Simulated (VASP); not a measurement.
# ZrB (Fm-3m) in VASP: a series of runs

The runs below take ZrB through single point, with PBEsol, LDA.

Everything below comes from runs of VASP 6.6.1. Logs are shortened: lines on timing, memory, paths and dates and some standing lists are left out, and cuts for length are marked.

**1. The cell of the first run**

The structure is cubic, space group Fm-3m (No. 225). Conventional cell: a = 4.958 Å, b = 4.958 Å, c = 4.958 Å, α = 90.00°, β = 90.00°, γ = 90.00°. Zr (site symmetry m-3m) has 6 B at 2.48 Å within 3.3 Å. Within 3.3 Å of B (site symmetry m-3m) lie 6 Zr at 2.48 Å.

**2. Single point, PBEsol (volume scaled by 1.06)**

Input file INCAR:

```
PREC = Accurate ; ENCUT = 520
EDIFF = 1E-6 ; ISMEAR = 0
SIGMA = 0.1 ; LREAL = False
LASPH = True ; NELM = 80
ALGO = Normal ; ISIF = 2
LWAVE = False ; LCHARG = False
GGA = PS ; NBANDS = 14
```

Input file KPOINTS:

```
regular mesh
0
Gamma
  14 14 14
```

Input file POSCAR:

```
ZrB
1.0
    0.0000000000      2.4787833354      2.4787833354
    2.4787833354      0.0000000000      2.4787833354
    2.4787833354      2.4787833354      0.0000000000
Zr B
1 1
Direct
    0.0000000000      0.0000000000      0.0000000000
    0.5000000000      0.5000000000      0.5000000000
```

Potentials or basis: VASP PAW PBE potentials, release 64 (Zr_sv, B).

On the command line:

```
$ cat potpaw_PBE.64/Zr_sv/POTCAR potpaw_PBE.64/B/POTCAR > POTCAR
$ mpirun -np 1 vasp_std > vasp.out
```

OUTCAR:

```text
PREC = Accurate
   ENCUT = 520
   EDIFF = 1E-6
   ISMEAR = 0
   LREAL = False
   LASPH = True
   NELM = 80
   ISIF = 2
   GGA = PS

 ion  position               nearest neighbor table
   1  0.000  0.000  0.000-   2 2.48   2 2.48   2 2.48   2 2.48   2 2.48   2 2.48
   2  0.500  0.500  0.500-   1 2.48   1 2.48   1 2.48   1 2.48   1 2.48   1 2.48

  LATTYP: Found a face centered cubic cell.
 ALAT       =     4.9575666708

  Lattice vectors:

 A1 = (   0.0000000000,   2.4787833354,   2.4787833354)
 A2 = (   2.4787833354,   0.0000000000,   2.4787833354)
 A3 = (   2.4787833354,   2.4787833354,   0.0000000000)

Analysis of symmetry for initial positions (statically):
=====================================================================
 Subroutine PRICEL returns:
 Original cell was already a primitive cell.

 Routine SETGRP: Setting up the symmetry group for a
 face centered cubic supercell.

 Subroutine GETGRP returns: Found 48 space group operations
 (whereof 48 operations were pure point group operations)
 out of a pool of 48 trial point group operations.

The static configuration has the point symmetry O_h .

Analysis of symmetry for dynamics (positions and initial velocities):
=====================================================================
 Subroutine PRICEL returns:
 Original cell was already a primitive cell.

 Routine SETGRP: Setting up the symmetry group for a
 face centered cubic supercell.

 Subroutine GETGRP returns: Found 48 space group operations
 (whereof 48 operations were pure point group operations)
 out of a pool of 48 trial point group operations.

The dynamic configuration has the point symmetry O_h .

 Subroutine INISYM returns: Found 48 space group operations
 (whereof 48 operations are pure point group operations),
 and found     1 'primitive' translations

----------------------------------------------------------------------------------------

                                     Primitive cell

  volume of cell :      30.4611

  direct lattice vectors                    reciprocal lattice vectors
     0.000000000  2.478783335  2.478783335    -0.201711861  0.201711861  0.201711861
     2.478783335  0.000000000  2.478783335     0.201711861 -0.201711861  0.201711861
     2.478783335  2.478783335  0.000000000     0.201711861  0.201711861 -0.201711861

  length of vectors
     3.505529011  3.505529011  3.505529011     0.349375192  0.349375192  0.349375192

  position of ions in fractional coordinates (direct lattice)
     0.000000000  0.000000000  0.000000000
     0.500000000  0.500000000  0.500000000

  ion indices of the primitive-cell ions
   primitive index   ion index
                 1           1
                 2           2

----------------------------------------------------------------------------------------

 KPOINTS: regular mesh

Automatic generation of k-mesh.
 Grid dimensions read from file:
 generate k-points for:   14   14   14

 Generating k-lattice:

  Cartesian coordinates                     Fractional coordinates (reciprocal lattice)
    -0.014407990  0.014407990  0.014407990     0.071428571  0.000000000  0.000000000
     0.014407990 -0.014407990  0.014407990     0.000000000  0.071428571  0.000000000
     0.014407990  0.014407990 -0.014407990     0.000000000  0.000000000  0.071428571

  Length of vectors
     0.024955371  0.024955371  0.024955371

  Shift w.r.t. Gamma in fractional coordinates (k-lattice)
     0.000000000  0.000000000  0.000000000

 Subroutine IBZKPT returns following result:
 ===========================================

 Found    104 irreducible k-points:

 Following reciprocal coordinates:
            Coordinates               Weight
  0.000000  0.000000  0.000000      1.000000
  0.071429  0.000000  0.000000      8.000000
  0.142857  0.000000  0.000000      8.000000
  0.214286  0.000000  0.000000      8.000000
  0.285714  0.000000  0.000000      8.000000
  0.357143  0.000000  0.000000      8.000000
[... 16 lines left out ...]
  0.214286  0.142857  0.000000     24.000000
  0.285714  0.142857  0.000000     24.000000
 [... further k-points ...]
   k-points           NKPTS =    104   k-points in BZ     NKDIM =    104   number of bands    NBANDS=     14
   number of dos      NEDOS =    301   number of ions     NIONS =      2
   total plane-waves  NPLWV =  21952
   dimension x,y,z NGX =    28 NGY =   28 NGZ =   28
   dimension x,y,z NGXF=    56 NGYF=   56 NGZF=   56
   ions per type =               1   1
   NGX,Y,Z   is equivalent  to a cutoff of  13.28, 13.28, 13.28 a.u.
   NGXF,Y,Z  is equivalent  to a cutoff of  26.56, 26.56, 26.56 a.u.
 SYSTEM =  unknown system
   PREC   = accura    normal or accurate (medium, high low for compatibility)
   ISTART =      0    job   : 0-new  1-cont  2-samecut
   ICHARG =      2    charge: 1-file 2-atom 10-const
   ISPIN  =      1    spin polarized calculation?
   LNONCOLLINEAR =      F non collinear calculations
   LSORBIT =      F    spin-orbit coupling
   LASPH  =      T    aspherical Exc in radial PAW
   ENCUT  =  520.0 eV  38.22 Ry    6.18 a.u.   6.52  6.52  6.52*2*pi/ulx,y,z
   NELM   =     80;   NELMIN=  2; NELMDL= -5     # of ELM steps
   EDIFF  = 0.1E-05   stopping-criterion for ELM
   LREAL  =      F    real-space projection
   EDIFFG = 0.1E-04   stopping-criterion for IOM
   NSW    =      0    number of steps for IOM
   IBRION =     -1    ionic relax: 0-MD 1-quasi-New 2-CG
   NFREE  =      0    steps in history (QN), initial steepest desc. (CG)
   ISIF   =      2    stress and relaxation
   ISYM   =      2    0-nonsym 1-usesym 2-fastsym
   POTIM  = 0.5000    time-step for ionic-motion
   TEBEG  =    0.0;   TEEND  =   0.0 temperature during run
   PSTRESS=    0.0 pullay stress
   NELECT =      15.0000    total number of electrons
   NUPDOWN=      -1.0000    fix difference up-down
   EMIN   =  10.00;   EMAX   =-10.00  energy-range for DOS
   EFERMI =   0.00;   METHOD = LEGACY
   ISMEAR =     0;   SIGMA  =   0.10  broadening in eV -4-tet -1-fermi 0-gaus
   EFERMI_NEDOS =   21; number of points for ismear=-14 and -15
   IALGO  =     38    algorithm
   IMIX   =      4    mixing-type and parameters
     AMIX     =   0.40;   BMIX     =  1.00
     AMIX_MAG =   1.60;   BMIX_MAG =  1.00
  volume/ion in A,a.u.               =      15.23       102.78
  Fermi-wavevector in a.u.,A,eV,Ry     =   1.292776  2.442993 22.739013  1.671270
  Thomas-Fermi vector in A             =   2.424463
   LORBIT       =      0    0 simple, 1 ext, 2 COOP (PROOUT), +10 PAW based schemes
   GGA     = PS    functional components
   LHFCALC =     F    Hartree Fock is set to
   AEXX    =    0.0000 exact exchange contribution
   IVDW    =     0    specifies the selected vdW correction
   LEPSILON=     F    determine dielectric tensor
   LRPA    =     F    only Hartree local field effects (RPA)
 non-spin polarized calculation
 Gauss-broadening in eV      SIGMA  =   0.10
  energy-cutoff  :      520.00
  volume of cell :       30.46
 maximum number of plane-waves:       869
 NGX is ok and might be reduce to    28
   NGX = 13   NGY = 13   NGZ = 13

 number of electron      15.0000000 magnetization

 Free energy of the ion-electron system (eV)
  ---------------------------------------------------
  ext. energy  EPLUGINS =         0.00000000
  ---------------------------------------------------
  free energy    TOTEN  =       -16.87588991 eV

  energy without entropy =      -16.86897918  energy(sigma->0) =      -16.87243455

 E-fermi :   7.0531     XC(G=0): -11.4398

 val. band max:        7.0515445543   @ k =   0.3571   0.1429   0.0000
 cond. band min:       7.0686242970   @ k =   0.5000   0.2857   0.0714
 fundamental gap:      0.0170797427
 Fermi energy:         7.0530914938

 k-point     1 :       0.0000    0.0000    0.0000
  band No.  band energies     occupation
      1     -40.4609      2.00000
      2     -18.3260      2.00000
      3     -18.3260      2.00000
      4     -18.3260      2.00000
      5      -0.9002      2.00000
      6       8.7231      0.00000
      7       8.7231      0.00000
      8       8.7231      0.00000
      9      10.0765      0.00000
     10      10.0765      0.00000
     11      10.4335      0.00000
     12      10.4335      0.00000
     13      10.4335      0.00000
     14      17.6309      0.00000

 k-point     2 :       0.0714    0.0000    0.0000
  band No.  band energies     occupation
      1     -40.4584      2.00000
      2     -18.3510      2.00000
      3     -18.3286      2.00000
      4     -18.3286      2.00000
      5      -0.7902      2.00000
      6       8.3617      0.00000
      7       8.6531      0.00000
      8       8.6531      0.00000
      9       9.3746      0.00000
     10       9.3746      0.00000
     11      10.5842      0.00000
     12      11.4241      0.00000
     13      11.4241      0.00000
     14      17.7996      0.00000

 k-point     3 :       0.1429    0.0000    0.0000
  band No.  band energies     occupation
      1     -40.4514      2.00000
      2     -18.4207      2.00000
      3     -18.3358      2.00000
      4     -18.3358      2.00000
      5      -0.4701      2.00000
      6       7.5751      0.00000
      7       8.0482      0.00000
      8       8.0482      0.00000
      9       9.3554      0.00000
     10       9.3554      0.00000
     11      10.8262      0.00000
     12      12.6898      0.00000
     13      12.6898      0.00000
     14      18.1753      0.00000
[... 324 lines left out ...]
 k-point    23 :       0.2143    0.1429    0.0000
  band No.  band energies     occupation
      1     -40.4408      2.00000
      2     -18.4777      2.00000
      3     -18.3739      2.00000
      4     -18.3685      2.00000
      5      -0.0022      2.00000
      6       6.4509      2.00000
      7       7.5275      0.00000
      8       8.0951      0.00000
      9       8.6132      0.00000
     10      10.3925      0.00000
     11      11.8118      0.00000
     12      12.2782      0.00000
     13      14.3473      0.00000
     14      19.0264      0.00000

 k-point    24 :       0.2857    0.1429    0.0000
  band No.  band energies     occupation
      1     -40.4310      2.00000
      2     -18.5665      2.00000
      3     -18.3883      2.00000
      4     -18.3803      2.00000
      5       0.4909      2.00000
      6       5.8131      2.00000
      7       6.9056      1.96297
      8       7.5841      0.00000
      9       9.0371      0.00000
     10      10.7595      0.00000
     11      12.0182      0.00000
     12      13.3074      0.00000
     13      15.4029      0.00000
     14      18.8674      0.00000

 [... further k-points ...]
[... 5 lines left out ...]
  --------------------------------------------------------------------------------------
  -------------------------------------------------------------------------------------
  Total       -1.6405016     -1.6405016     -1.6405016     -0.0000000      0.0000000      0.0000000
  in kB      -86.2862371    -86.2862371    -86.2862371     -0.0000000      0.0000000      0.0000000
  external PRESSURE =     -86.2862371 kB  Pullay stress =       0.0000000 kB

 VOLUME and BASIS-vectors are now :
 -----------------------------------------------------------------------------
  energy-cutoff  :      520.00
  volume of cell :       30.46
      direct lattice vectors                 reciprocal lattice vectors
     0.000000000  2.478783335  2.478783335    -0.201711861  0.201711861  0.201711861
     2.478783335  0.000000000  2.478783335     0.201711861 -0.201711861  0.201711861
     2.478783335  2.478783335  0.000000000     0.201711861  0.201711861 -0.201711861

 POSITION                                       TOTAL-FORCE (eV/Angst)
 -----------------------------------------------------------------------------------
      0.00000      0.00000      0.00000         0.000000     -0.000000      0.000000
      2.47878      2.47878      2.47878        -0.000000      0.000000      0.000000
 -----------------------------------------------------------------------------------
    total drift:                               -0.000000      0.000000      0.000000

  FREE ENERGIE OF THE ION-ELECTRON SYSTEM (eV)
  ---------------------------------------------------
  free  energy   TOTEN  =       -16.8758899101 eV

  energy  without entropy=      -16.8689791843  energy(sigma->0) =      -16.87243455
```

Run time: 87 s. Hardware: 1 thread of AMD EPYC 7R13, shared host; peak memory 0.19 GiB.

Results:

| Property | Result |
| --- | --- |
| Free energy | -16.8759 eV |
| Pressure | -8.6 GPa |

Caveat: the PAW data sets were made with another functional, which shifts forces and pressure a little.

**3. Single point, LDA (functional LDA, strained)**

Input file INCAR:

```
PREC = Accurate
ENCUT = 520
EDIFF = 1E-6
ISMEAR = 0
SIGMA = 0.1
LREAL = False
LASPH = True
NELM = 80
ALGO = Normal
ISIF = 2
LWAVE = False
LCHARG = False
GGA = CA
NBANDS = 14
```

Input file KPOINTS:

```
regular mesh
0
Gamma
  16 16 16
```

Input file POSCAR:

```
ZrB
1.0
    0.0000000000      2.3843340000      2.3843340000
    2.3843340000      0.0000000000      2.3843340000
    2.3843340000      2.3843340000      0.0000000000
Zr B
1 1
Direct
    0.0000000000      0.0000000000      0.0000000000
    0.5000000000      0.5000000000      0.5000000000
```

Potentials or basis: VASP PAW LDA potentials, release 64 (Zr_sv, B).

On the command line:

```
$ cat potpaw_LDA.64/Zr_sv/POTCAR potpaw_LDA.64/B/POTCAR > POTCAR
$ mpirun -np 1 vasp_std > vasp.out
```

OUTCAR:

```text
PREC = Accurate
   ENCUT = 520
   EDIFF = 1E-6
   ISMEAR = 0
   LREAL = False
   LASPH = True
   NELM = 80
   ISIF = 2
   GGA = CA

 ion  position               nearest neighbor table
   1  0.000  0.000  0.000-   2 2.38   2 2.38   2 2.38   2 2.38   2 2.38   2 2.38
   2  0.500  0.500  0.500-   1 2.38   1 2.38   1 2.38   1 2.38   1 2.38   1 2.38

  LATTYP: Found a face centered cubic cell.
 ALAT       =     4.7686680000

  Lattice vectors:

 A1 = (   0.0000000000,   2.3843340000,   2.3843340000)
 A2 = (   2.3843340000,   0.0000000000,   2.3843340000)
[... 587 lines left out ...]
     11      12.2438      0.00000
     12      12.9552      0.00000
     13      13.9229      0.00000
     14      19.7244      0.00000

 [... further k-points ...]
[... 5 lines left out ...]
  --------------------------------------------------------------------------------------
  -------------------------------------------------------------------------------------
  Total        1.3196336      1.3196336      1.3196336      0.0000000     -0.0000000     -0.0000000
  in kB       77.9888815     77.9888815     77.9888815      0.0000000     -0.0000000     -0.0000000
  external PRESSURE =      77.9888815 kB  Pullay stress =       0.0000000 kB

 VOLUME and BASIS-vectors are now :
 -----------------------------------------------------------------------------
  energy-cutoff  :      520.00
  volume of cell :       27.11
      direct lattice vectors                 reciprocal lattice vectors
     0.000000000  2.384334000  2.384334000    -0.209702164  0.209702164  0.209702164
     2.384334000  0.000000000  2.384334000     0.209702164 -0.209702164  0.209702164
     2.384334000  2.384334000  0.000000000     0.209702164  0.209702164 -0.209702164

 POSITION                                       TOTAL-FORCE (eV/Angst)
 -----------------------------------------------------------------------------------
      0.00000      0.00000      0.00000         0.000000     -0.000000     -0.000000
      2.38433      2.38433      2.38433        -0.000000      0.000000      0.000000
 -----------------------------------------------------------------------------------
    total drift:                               -0.000000      0.000000      0.000000

  FREE ENERGIE OF THE ION-ELECTRON SYSTEM (eV)
  ---------------------------------------------------
  free  energy   TOTEN  =       -17.4965521527 eV

  energy  without entropy=      -17.4908605845  energy(sigma->0) =      -17.49370637
```

OSZICAR:

```text
N       E                     dE             d eps       ncg     rms          rms(c)
DAV:   1     0.958317236047E+02    0.95832E+02   -0.78191E+03  4060   0.103E+03
DAV:   2    -0.153544223584E+02   -0.11119E+03   -0.10551E+03  5008   0.285E+02
DAV:   3    -0.192826143459E+02   -0.39282E+01   -0.38747E+01  6124   0.453E+01
DAV:   4    -0.193579293534E+02   -0.75315E-01   -0.75300E-01  4830   0.589E+00
DAV:   5    -0.193596143613E+02   -0.16850E-02   -0.16850E-02  6056   0.609E-01    0.201E+01
DAV:   6    -0.175132006776E+02    0.18464E+01   -0.27395E+00  4690   0.144E+01    0.719E+00
DAV:   7    -0.174996106209E+02    0.13590E-01   -0.27062E-01  5842   0.351E+00    0.336E+00
DAV:   8    -0.174971407777E+02    0.24698E-02   -0.33013E-02  5066   0.141E+00    0.381E-01
DAV:   9    -0.174965090376E+02    0.63174E-03   -0.28576E-03  4822   0.321E-01    0.151E-01
DAV:  10    -0.174965561004E+02   -0.47063E-04   -0.34543E-04  4708   0.204E-01    0.340E-02
DAV:  11    -0.174965527086E+02    0.33918E-05   -0.14935E-05  5156   0.342E-02    0.487E-03
DAV:  12    -0.174965521527E+02    0.55589E-06   -0.46577E-07  3062   0.798E-03
   1 F= -.17496552E+02 E0= -.17493706E+02  d E =-.569157E-02
```

stdout:

```text
POSCAR found type information on POSCAR ZrB
 POSCAR found :  2 types and       2 ions
 scaLAPACK will be used
 LDA part: xc-table for (Slater(with rela. corr.)+CA(PZ))
 , standard interpolation
 POSCAR, INCAR and KPOINTS ok, starting setup
 FFT: planning ... GRIDC
 FFT: planning ... GRID_SOFT
 FFT: planning ... GRID
 WAVECAR not read
 entering main loop
```

It took 28 s on 1 thread of Intel Xeon 6975P-C (Granite Rapids), shared host; peak memory 0.18 GiB.

What came out:

| Property | Result |
| --- | --- |
| Free energy | -17.4966 eV |
| Pressure | 7.8 GPa |

Levels at points of the mesh, in eV from the Fermi level:
| k point | band 4 | band 5 | band 6 | band 7 | band 8 | band 9 | band 10 | band 11 | band 12 | band 13 |
| --- | --- | --- | --- | --- | --- | --- | --- | --- | --- | --- |
| (0.00, 0.00, 0.00) | -24.77 | -8.10 | 1.79 | 1.79 | 1.79 | 3.41 | 3.41 | 3.62 | 3.62 | 3.62 |
| (0.50, 0.00, 0.00) | -24.85 | -4.00 | -3.75 | -1.29 | -1.29 | 5.25 | 5.25 | 6.68 | 7.96 | 12.32 |
| (0.50, 0.50, 0.00) | -25.03 | -6.19 | -0.97 | -0.51 | 2.30 | 2.30 | 5.02 | 6.28 | 6.28 | 9.61 |

Caveat: the cell differs from its parent crystal (functional LDA, strained).
